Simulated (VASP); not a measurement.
# Mo in VASP: single point with PBE

Aim: the single point of Mo with PBE.

All numbers are computed with VASP 6.6.1; they aren't measurements. Logs are shortened: lines on timing, memory, paths and dates and some standing lists are left out, and cuts for length are marked.

### 1 The cell of the first run

The cell holds a slab with vacuum, 7 atoms: a = 2.737 Å, b = 2.737 Å, c = 25.407 Å, α = 90.00°, β = 90.00°, γ = 109.47°.

### 2 Single point, PBE

File INCAR:

```
PREC = Accurate
ENCUT = 520
EDIFF = 1E-6
ISMEAR = 1
SIGMA = 0.1
LREAL = False
LASPH = True
NELM = 100
ALGO = Normal
ISIF = 2
LWAVE = False
LCHARG = False
GGA = PE
NBANDS = 58
```

File KPOINTS:

```
Automatic mesh
0
Gamma
  16 16 1
```

File POSCAR:

```
Mo
1.0
    2.7366402760      0.0000000000      0.0000000000
   -0.9122134253      2.5801291957      0.0000000000
    0.0000000000      0.0000000000     25.4067445713
Mo
7
Direct
    0.0000000000      0.0000000000      0.2396510165
    0.5000000000      0.5000000000      0.3235310192
    0.0000000000      0.0000000000      0.4118588547
    0.5000000000      0.5000000000      0.5000000000
    0.0000000000      0.0000000000      0.5881411453
    0.5000000000      0.5000000000      0.6764689808
    0.0000000000      0.0000000000      0.7603489835
```

Potentials or basis: VASP PAW PBE potentials, release 64 (Mo_sv).

The run is started by

```console
$ cat potpaw_PBE.64/Mo_sv/POTCAR > POTCAR
$ mpirun -np 1 vasp_std > vasp.out
```

OUTCAR:

```text
PREC = Accurate
   ENCUT = 520
   EDIFF = 1E-6
   ISMEAR = 1
   LREAL = False
   LASPH = True
   NELM = 100
   ISIF = 2
   GGA = PE

 ion  position               nearest neighbor table
   1  0.000  0.000  0.240-   2 2.65   2 2.65   2 3.09   2 3.09
   2  0.500  0.500  0.324-   1 2.65   1 2.65   3 2.74   3 2.74   1 3.09   1 3.09   3 3.17   3 3.17

   3  0.000  0.000  0.412-   4 2.74   4 2.74   2 2.74   2 2.74   4 3.16   4 3.16   2 3.17   2 3.17

   4  0.500  0.500  0.500-   3 2.74   5 2.74   3 2.74   5 2.74   3 3.16   5 3.16   3 3.16   5 3.16

   5  0.000  0.000  0.588-   4 2.74   4 2.74   6 2.74   6 2.74   4 3.16   4 3.16   6 3.17   6 3.17

   6  0.500  0.500  0.676-   7 2.65   7 2.65   5 2.74   5 2.74   7 3.09   7 3.09   5 3.17   5 3.17

   7  0.000  0.000  0.760-   6 2.65   6 2.65   6 3.09   6 3.09

  LATTYP: Found a base centered orthorhombic cell.
 ALAT       =     3.1600000000
 B/A-ratio  =     1.4142135624
 C/A-ratio  =     8.0401090415

  Lattice vectors:

 A1 = (   2.7366402760,   0.0000000000,   0.0000000000)
 A2 = (  -0.9122134253,   2.5801291957,   0.0000000000)
 A3 = (   0.0000000000,   0.0000000000,  25.4067445713)

Analysis of symmetry for initial positions (statically):
=====================================================================
 Subroutine PRICEL returns:
 Original cell was already a primitive cell.

 Routine SETGRP: Setting up the symmetry group for a
 base centered orthorhombic supercell.

 Subroutine GETGRP returns: Found  8 space group operations
 (whereof  8 operations were pure point group operations)
 out of a pool of  8 trial point group operations.

The static configuration has the point symmetry D_2h.

Analysis of symmetry for dynamics (positions and initial velocities):
=====================================================================
 Subroutine PRICEL returns:
 Original cell was already a primitive cell.

 Routine SETGRP: Setting up the symmetry group for a
 base centered orthorhombic supercell.

 Subroutine GETGRP returns: Found  8 space group operations
 (whereof  8 operations were pure point group operations)
 out of a pool of  8 trial point group operations.

The dynamic configuration has the point symmetry D_2h.

 Subroutine INISYM returns: Found  8 space group operations
 (whereof  8 operations are pure point group operations),
 and found     1 'primitive' translations
[... 99 lines left out ...]
   ISPIN  =      1    spin polarized calculation?
   LNONCOLLINEAR =      F non collinear calculations
   LSORBIT =      F    spin-orbit coupling
   LASPH  =      T    aspherical Exc in radial PAW
   ENCUT  =  520.0 eV  38.22 Ry    6.18 a.u.   5.09  5.09 47.24*2*pi/ulx,y,z
   NELM   =    100;   NELMIN=  2; NELMDL= -5     # of ELM steps
   EDIFF  = 0.1E-05   stopping-criterion for ELM
   LREAL  =      F    real-space projection
[... 7 lines left out ...]
   TEBEG  =    0.0;   TEEND  =   0.0 temperature during run
   PSTRESS=    0.0 pullay stress
   NELECT =      98.0000    total number of electrons
   NUPDOWN=      -1.0000    fix difference up-down
   EMIN   =  10.00;   EMAX   =-10.00  energy-range for DOS
   EFERMI =   0.00;   METHOD = LEGACY
   ISMEAR =     1;   SIGMA  =   0.10  broadening in eV -4-tet -1-fermi 0-gaus
   EFERMI_NEDOS =   21; number of points for ismear=-14 and -15
   IALGO  =     38    algorithm
   IMIX   =      4    mixing-type and parameters
     AMIX     =   0.40;   BMIX     =  1.00
     AMIX_MAG =   1.60;   BMIX_MAG =  1.00
  volume/ion in A,a.u.               =      25.63       172.94
  Fermi-wavevector in a.u.,A,eV,Ry     =   1.338281  2.528985 24.367997  1.790997
  Thomas-Fermi vector in A             =   2.466764
   LORBIT       =      0    0 simple, 1 ext, 2 COOP (PROOUT), +10 PAW based schemes
   GGA     = PE    functional components
   LHFCALC =     F    Hartree Fock is set to
   AEXX    =    0.0000 exact exchange contribution
   IVDW    =     0    specifies the selected vdW correction
   LEPSILON=     F    determine dielectric tensor
   LRPA    =     F    only Hartree local field effects (RPA)
 non-spin polarized calculation
 Methfessel and Paxton  Order N= 1 SIGMA  =   0.10
  energy-cutoff  :      520.00
  volume of cell :      179.39
 maximum number of plane-waves:      4886
   NGX = 11   NGY = 11   NGZ = 95

 number of electron      97.9999994 magnetization

 Free energy of the ion-electron system (eV)
  ---------------------------------------------------
  ext. energy  EPLUGINS =         0.00000000
  ---------------------------------------------------
  free energy    TOTEN  =       -74.10183099 eV

  energy without entropy =      -74.09945303  energy(sigma->0) =      -74.10103834

 E-fermi :   5.9945     XC(G=0):  -8.9822

 val. band max:        5.9939895468   @ k =   0.5000   0.1250   0.0000
 cond. band min:       6.0022690540   @ k =  -0.1875   0.1875   0.0000
 fundamental gap:      0.0082795072
 Fermi energy:         5.9944789426

 k-point     1 :       0.0000    0.0000    0.0000
  band No.  band energies     occupation
      1     -55.2851      2.00000
      2     -55.2676      2.00000
      3     -55.2085      2.00000
      4     -55.1254      2.00000
      5     -55.0596      2.00000
      6     -54.9711      2.00000
[... 1453 lines left out ...]
     57       7.0965     -0.00000
     58       7.1280     -0.00000

 [... further k-points ...]

------------------------ aborting loop because EDIFF is reached ----------------------------------------

  FORCE on cell =-STRESS in cart. coord.  units (eV):
  Direction    XX          YY          ZZ          XY          YZ          ZX
  --------------------------------------------------------------------------------------
  -------------------------------------------------------------------------------------
  Total       -2.3464794     -2.2757989      0.3110706      0.0999573      0.0000000      0.0000000
  in kB      -20.9565188    -20.3252679      2.7781863      0.8927236      0.0000000      0.0000000
  external PRESSURE =     -12.8345334 kB  Pullay stress =       0.0000000 kB

 VOLUME and BASIS-vectors are now :
 -----------------------------------------------------------------------------
  energy-cutoff  :      520.00
  volume of cell :      179.39
      direct lattice vectors                 reciprocal lattice vectors
     2.736640276  0.000000000  0.000000000     0.365411563  0.129192497  0.000000000
    -0.912213425  2.580129196  0.000000000     0.000000000  0.387577491  0.000000000
     0.000000000  0.000000000 25.406744571     0.000000000  0.000000000  0.039359627

 POSITION                                       TOTAL-FORCE (eV/Angst)
 -----------------------------------------------------------------------------------
      0.00000      0.00000      6.08875        -0.000000      0.000000     -0.028000
      0.91221      1.29006      8.21987         0.000000      0.000000      0.002018
      0.00000      0.00000     10.46399         0.000000     -0.000000      0.000603
      0.91221      1.29006     12.70337         0.000000      0.000000      0.000000
      0.00000      0.00000     14.94275        -0.000000      0.000000     -0.000603
      0.91221      1.29006     17.18687         0.000000      0.000000     -0.002018
      0.00000      0.00000     19.31799        -0.000000     -0.000000      0.028000
 -----------------------------------------------------------------------------------
    total drift:                               -0.000000      0.000000      0.000000

  FREE ENERGIE OF THE ION-ELECTRON SYSTEM (eV)
  ---------------------------------------------------
  free  energy   TOTEN  =       -74.1018309870 eV

  energy  without entropy=      -74.0994530312  energy(sigma->0) =      -74.10103834
```

OSZICAR:

```text
N       E                     dE             d eps       ncg     rms          rms(c)
DAV:   1     0.126657594948E+04    0.12666E+04   -0.63215E+04  9532   0.167E+03
DAV:   2    -0.278231578059E+02   -0.12944E+04   -0.12656E+04  9318   0.531E+02
DAV:   3    -0.777311552084E+02   -0.49908E+02   -0.48351E+02 11506   0.925E+01
[... 20 lines left out ...]
DAV:  24    -0.741018067550E+02   -0.52451E-04   -0.90736E-06  8636   0.139E-02    0.127E-02
DAV:  25    -0.741018180979E+02   -0.11343E-04   -0.45457E-06  8408   0.140E-02    0.634E-03
DAV:  26    -0.741018277011E+02   -0.96032E-05   -0.17361E-06  6688   0.735E-03    0.423E-03
DAV:  27    -0.741018303257E+02   -0.26246E-05   -0.57918E-07  5800   0.370E-03    0.230E-03
DAV:  28    -0.741018309870E+02   -0.66136E-06   -0.24533E-07  5488   0.272E-03
   1 F= -.74101831E+02 E0= -.74101038E+02  d E =-.237796E-02
```

Wall time 36 min (1 thread of Intel Xeon 8259CL, shared host); peak memory 0.61 GiB.

Results:

| Item | Value |
| --- | --- |
| Free energy | -74.1018 eV |
| Largest force | 0.028 eV/Å |
| Band gap on the k mesh | zero (bands 49 and 50 overlap by 2.28 eV) |

Forces on the atoms (eV/Å):
```
Mo   0.000  0.000 -0.028
Mo   0.000  0.000  0.002
Mo   0.000  0.000  0.001
Mo   0.000  0.000  0.000
Mo   0.000  0.000 -0.001
Mo   0.000  0.000 -0.002
Mo   0.000  0.000  0.028
```

Caveat: there is no dipole correction, which matters where the two faces differ.
